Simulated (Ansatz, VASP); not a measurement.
SiC in VASP and in Ansatz

```xyz
2
Lattice="0.0000 2.1790 2.1790 2.1790 0.0000 2.1790 2.1790 2.1790 0.0000" Properties=species:S:1:pos:R:3 pbc="T T T"
Si    0.0000    0.0000    0.0000
C     1.0895    1.0895    1.0895
```

Alike in both runs: task single point; functional PBE; k mesh 6 × 6 × 6; occupations gaussian, width 0.02 eV; no spin polarisation.

|  | VASP | Ansatz |
| --- | --- | --- |
| version | VASP 6.6.1 | Ansatz 0.2.0 |
| potentials or method | VASP PAW PBE potentials, release 64 (Si, C), cutoff 600 eV | scalar-relativistic, plane waves, PAW |
| valence electrons in the cell | 8 | 8 |

VASP gave:

| Quantity | Value |
| --- | --- |
| gap on the k mesh at the Fermi level (eV) | 1.35 |
| least direct gap on the mesh (eV) | 4.54 |
| pressure (GPa) | 3.1 |

Question: Estimate Ansatz's values.

Answer: gap on the k mesh at the Fermi level (eV): 1.35; least direct gap on the mesh (eV): 4.54; pressure (GPa): 3.3.

The functional is the same, so the differences come from potentials, cutoffs and numerics.
